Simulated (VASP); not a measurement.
# AlP (F-43m) in VASP: further runs, part 2 of 2

VASP 6.6.1. The steps go on from the part before.

**4. Single point, PBE**

File INCAR:

```
PREC     = Accurate       # precision mode
ENCUT    = 500            # plane-wave cutoff, eV
EDIFF    = 1E-6           # SCF threshold, eV
ISMEAR   = 0              # smearing method
SIGMA    = 0.01           # smearing width, eV
LREAL    = False          # projectors in reciprocal space
LASPH    = True           # aspherical terms in the spheres
NELM     = 120            # most SCF steps
ALGO     = Normal         # electronic algorithm
ISIF     = 2              # what is computed and relaxed
LWAVE    = False          # write WAVECAR
LCHARG   = False          # write CHGCAR
GGA      = PE             # functional
NBANDS   = 11             # bands
GGA_COMPAT= False
```

File KPOINTS:

```
Automatic mesh
0
Gamma
  4 4 4
```

File POSCAR:

```
AlP
1.0
    0.0000000000      2.7364837130      2.7364837130
    2.7364837130      0.0000000000      2.7364837130
    2.7364837130      2.7364837130      0.0000000000
Al P
1 1
Direct
    0.0000000000      0.0000000000      0.0000000000
    0.7500000000      0.7500000000      0.7500000000
```

Potentials or basis: VASP PAW PBE potentials, release 64 (Al, P).

Run with:

```bash
> cat potpaw_PBE.64/Al/POTCAR potpaw_PBE.64/P/POTCAR > POTCAR
> mpirun -np 1 vasp_std > vasp.out
```

OUTCAR:

```text
PREC = Accurate
   ENCUT = 500
   EDIFF = 1E-6
   ISMEAR = 0
   LREAL = False
   LASPH = True
   NELM = 120
   ISIF = 2
   GGA = PE

 ion  position               nearest neighbor table
   1  0.000  0.000  0.000-   2 2.37   2 2.37   2 2.37   2 2.37
   2  0.750  0.750  0.750-   1 2.37   1 2.37   1 2.37   1 2.37

  LATTYP: Found a face centered cubic cell.
 ALAT       =     5.4729674260

  Lattice vectors:

 A1 = (   0.0000000000,   2.7364837130,   2.7364837130)
 A2 = (   2.7364837130,   0.0000000000,   2.7364837130)
 A3 = (   2.7364837130,   2.7364837130,   0.0000000000)

Analysis of symmetry for initial positions (statically):
=====================================================================
 Subroutine PRICEL returns:
 Original cell was already a primitive cell.

 Routine SETGRP: Setting up the symmetry group for a
 face centered cubic supercell.

 Subroutine GETGRP returns: Found 24 space group operations
 (whereof 24 operations were pure point group operations)
 out of a pool of 48 trial point group operations.

The static configuration has the point symmetry T_d .

[... 152 lines left out ...]
      1      -6.9156      2.00000
      2       4.5540      2.00000
      3       4.5540      2.00000
      4       4.5540      2.00000
      5       7.7931      0.00000
      6       9.0803      0.00000
      7       9.0803      0.00000
      8       9.0803      0.00000
      9      13.3586      0.00000
     10      13.3586      0.00000
     11      14.7759      0.00000
[... 85 lines left out ...]
 k-point     8 :      -0.2500    0.5000    0.2500
  band No.  band energies     occupation
      1      -4.5383      2.00000
      2      -0.3644      2.00000
      3       1.3987      2.00000
      4       1.7508      2.00000
      5       8.8644      0.00000
      6      10.4469      0.00000
      7      10.6805      0.00000
      8      10.8896      0.00000
      9      15.7699      0.00000
     10      16.4604      0.00000
     11      17.8039      0.00000

------------------------ aborting loop because EDIFF is reached ----------------------------------------

  FORCE on cell =-STRESS in cart. coord.  units (eV):
  Direction    XX          YY          ZZ          XY          YZ          ZX
  --------------------------------------------------------------------------------------
  -------------------------------------------------------------------------------------
  Total        0.4930056      0.4930056      0.4930056      0.0000000     -0.0000000     -0.0000000
  in kB       19.2732010     19.2732010     19.2732010      0.0000000     -0.0000000     -0.0000000
  external PRESSURE =      19.2732010 kB  Pullay stress =       0.0000000 kB

 VOLUME and BASIS-vectors are now :
 -----------------------------------------------------------------------------
  energy-cutoff  :      500.00
  volume of cell :       40.98
      direct lattice vectors                 reciprocal lattice vectors
     0.000000000  2.736483713  2.736483713    -0.182716235  0.182716235  0.182716235
     2.736483713  0.000000000  2.736483713     0.182716235 -0.182716235  0.182716235
     2.736483713  2.736483713  0.000000000     0.182716235  0.182716235 -0.182716235

 POSITION                                       TOTAL-FORCE (eV/Angst)
 -----------------------------------------------------------------------------------
      0.00000      0.00000      0.00000        -0.000000     -0.000000      0.000000
      4.10473      4.10473      4.10473         0.000000      0.000000     -0.000000
 -----------------------------------------------------------------------------------
    total drift:                                0.000000      0.000000     -0.000000

  FREE ENERGIE OF THE ION-ELECTRON SYSTEM (eV)
  ---------------------------------------------------
  free  energy   TOTEN  =       -10.2782717989 eV

  energy  without entropy=      -10.2782717989  energy(sigma->0) =      -10.27827180
```

OSZICAR:

```text
N       E                     dE             d eps       ncg     rms          rms(c)
DAV:   1     0.123173800981E+02    0.12317E+02   -0.30249E+03   176   0.531E+02
DAV:   2    -0.974474408649E+01   -0.22062E+02   -0.21076E+02   241   0.905E+01
DAV:   3    -0.106445289139E+02   -0.89978E+00   -0.89842E+00   231   0.177E+01
DAV:   4    -0.106528581123E+02   -0.83292E-02   -0.83271E-02   203   0.206E+00
DAV:   5    -0.106530159688E+02   -0.15786E-03   -0.15785E-03   242   0.275E-01    0.453E+00
DAV:   6    -0.103236605979E+02    0.32936E+00   -0.64817E-01   197   0.301E+00    0.290E+00
DAV:   7    -0.102768664163E+02    0.46794E-01   -0.23804E-01   212   0.200E+00    0.146E+00
DAV:   8    -0.102780710746E+02   -0.12047E-02   -0.17165E-02   194   0.641E-01    0.202E-01
DAV:   9    -0.102780857541E+02   -0.14680E-04   -0.62880E-04   209   0.151E-01    0.961E-02
DAV:  10    -0.102782640428E+02   -0.17829E-03   -0.22986E-04   194   0.801E-02    0.111E-02
DAV:  11    -0.102782705577E+02   -0.65148E-05   -0.20840E-05   244   0.225E-02    0.964E-03
DAV:  12    -0.102782716525E+02   -0.10948E-05   -0.20647E-06   206   0.796E-03    0.211E-03
DAV:  13    -0.102782717989E+02   -0.14650E-06   -0.11045E-07   124   0.194E-03
   1 F= -.10278272E+02 E0= -.10278272E+02  d E =-.187910E-44
```

Run time: 8.3 s. Hardware: 1 thread of Intel Xeon Platinum 8375C at 2.90GHz (Ice Lake), shared host; peak memory 0.14 GiB.

What came out:

```
Free energy            : -10.2783 eV
Pressure               : 1.9 GPa
Band gap on the k mesh : 1.57 eV, indirect (least direct gap 3.24 eV)
```

Caveat: the k points lie up to 0.50 Å⁻¹ apart.

**5. Single point, PBE**

File INCAR:

```
SYSTEM = AlP
ALGO = Normal
EDIFF = 1E-6
ENCUT = 500
GGA = PE
GGA_COMPAT = .FALSE.
ISIF = 2
ISMEAR = -5
LASPH = .TRUE.
LCHARG = .FALSE.
LREAL = .FALSE.
LWAVE = .FALSE.
NBANDS = 11
NELM = 120
PREC = Accurate
SIGMA = 0.1
```

File KPOINTS:

```
k-points
0
G
  4 4 4
  0 0 0
```

POSCAR is that of step 4.

Run with:

```bash
> cat potpaw_PBE.64/Al/POTCAR potpaw_PBE.64/P/POTCAR > POTCAR
> mpirun -np 1 vasp_std > vasp.out
```

Run time: 7.7 s. Hardware: 1 thread of Intel Xeon Platinum 8375C at 2.90GHz (Ice Lake), shared host; peak memory 0.14 GiB.

It converged, with:

- Free energy: -10.2783 eV
- Pressure: 1.9 GPa
- Band gap on the k mesh: 1.57 eV, indirect (least direct gap 3.24 eV)

Levels at points of the mesh, in eV from the valence-band top:
```
           k point  band 1  band 2  band 3  band 4  band 5  band 6  band 7  band 8  band 9
(0.00, 0.00, 0.00)  -11.47    0.00    0.00    0.00    3.24    4.53    4.53    4.53    8.80
(0.50, 0.00, 0.00)   -9.80   -5.51   -0.76   -0.76    2.77    4.79    4.79    8.24   11.49
(0.50, 0.50, 0.00)   -9.14   -5.30   -2.10   -2.10    1.57    2.45   11.00   11.00   11.99
```

Caveat: the k points lie up to 0.50 Å⁻¹ apart. A k mesh can miss the band edges.

**6. Summary**

| level | smearing | gap on the mesh (eV) | pressure (GPa) |
| --- | --- | --- | --- |
| PBEsol | gaussian 0.1 eV | 1.42 | 0.3 |
| PBE+D4 | tetrahedron | 1.57 | -0.7 |
| PBE | gaussian 0.01 eV | 1.57 | 1.9 |
| PBE | tetrahedron | 1.57 | 1.9 |

Alike in all rows: task single point; potentials or basis VASP PAW PBE potentials, release 64 (Al, P); no spin polarisation; cell as given; k mesh 4 × 4 × 4; cutoff (eV) 500.

Caveats: all runs use coarse meshes; the PAW data sets were made with another functional, which shifts forces and pressure a little (some runs).

Absolute energies hang on the potentials; compare differences alone.
